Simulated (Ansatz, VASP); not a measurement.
One calculation of Tl, two programs

The input INCAR:

```
PREC = Accurate
ENCUT = 520
EDIFF = 1E-6
ISMEAR = -1
SIGMA = 0.05
LREAL = F
LASPH = T
NELM = 60
ALGO = Normal
ISIF = 2
LWAVE = F
LCHARG = F
GGA = CA
NBANDS = 20
```

The input KPOINTS:

```
regular mesh
0
Gamma
  11 11 6
```

File POSCAR:

```
Tl
1.0
    3.4905583401      0.0000000000      0.0000000000
   -1.7452791701      3.0229121959      0.0000000000
    0.0000000000      0.0000000000      5.5250000000
Tl
2
Direct
    0.3333333333      0.6666666667      0.2500000000
    0.6666666667      0.3333333333      0.7500000000
```

Input for Ansatz:

```yaml
crystal:
  lattice:
    - [3.4905583401, 0.0, 0.0]
    - [-1.7452791701, 3.0229121959, 0.0]
    - [0.0, 0.0, 5.525]
  atoms:
    - { symbol: Tl, position: [0.3333333333, 0.6666666667, 0.25] }
    - { symbol: Tl, position: [0.6666666667, 0.3333333333, 0.75] }
kpoints:
  mp_grid: { grid: [11, 11, 6] }
  band_path:
    path:
      - [0.0, 0.0, 0.0]
      - [0.5, 0.0, 0.0]
      - [0.3333333333, 0.3333333333, 0.0]
      - [0.0, 0.0, 0.0]
      - [0.0, 0.0, 0.5]
      - [0.5, 0.0, 0.5]
      - [0.3333333333, 0.3333333333, 0.5]
      - [0.0, 0.0, 0.5]
      - [0.5, 0.0, 0.5]
    npoints: 5
scf:
  occupations: { method: fermi_dirac, width: 0.05 }
hamiltonian:
  xc: lda
  pseudopotentials: { kind: all_electron, lapw: { basis_error: 0.0005 } }
output:
  forces: true
  stress: true
  eigenvalues: true
```

Change from the starting cell: equal xx and yy strain of +1 %.

Alike in both runs: task single point; functional LDA; k mesh 11 × 11 × 6; occupations fermi-dirac, width 0.05 eV; no spin polarisation.

|  | VASP | Ansatz |
| --- | --- | --- |
| version | VASP 6.6.1 | Ansatz 0.2.0 |
| potentials or method | VASP PAW LDA potentials, release 64 (Tl_d), cutoff 520 eV | all-electron LAPW, scalar-relativistic |

```tsv
	VASP	Ansatz	Ansatz less VASP
pressure (GPa)	-2.3	-2.3	-0.04
```

LDA's correlation is that of Perdew and Zunger in VASP and of Perdew and Wang (1992) in Ansatz. Ansatz ran all-electron here, and VASP with PAW potentials.

Spin-orbit coupling is off throughout.
